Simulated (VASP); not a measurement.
Input of a VASP 6.6.1 run:

Contents of INCAR:

```
SYSTEM = O
PREC = Accurate
ENCUT = 520
EDIFF = 1E-6
ISMEAR = -1
SIGMA = 0.1
LREAL = .FALSE.
LASPH = .TRUE.
NELM = 80
ALGO = Normal
ISIF = 2
LWAVE = .FALSE.
LCHARG = .FALSE.
GGA = CA
NBANDS = 20
```

Contents of KPOINTS:

```
Automatic mesh
0
G
  12 12 4
  0 0 0
```

File POSCAR:

```
O
1.0
    2.5610000000      0.0000000000      0.0000000000
   -1.2805000000      2.2178910600      0.0000000000
    0.0000000000      0.0000000000      6.5750000000
O
4
Direct
    0.3333333333      0.6666666667      0.1610000000
    0.6666666667      0.3333333333      0.6610000000
    0.3333333333      0.6666666667      0.3390000000
    0.6666666667      0.3333333333      0.8390000000
```

Potentials or basis: VASP PAW LDA potentials, release 64 (O).

Command:

```console
$ cat potpaw_LDA.64/O/POTCAR > POTCAR
$ mpirun -np 1 vasp_std > vasp.out
```

Q: Estimate the band gap on the k mesh.

A: Zero (bands 12 and 13 overlap by 2.17 eV).

Q: Predict the pressure.

A: 11.1 GPa.

Q: Predict the largest force.

A: 4.231 eV/Å.

Stress tensor (GPa, compression positive):
```
-10.14   0.00   0.00
  0.00 -10.14   0.00
  0.00   0.00  53.55
```

Caveat: the standard files for N, O and F lose accuracy on very short bonds; spin is off for a triplet molecule; the stress differs along the axes, from -10 to 54 GPa; forces of over 1 eV/Å act on the atoms, so gaps and moduli don't describe the material at rest.
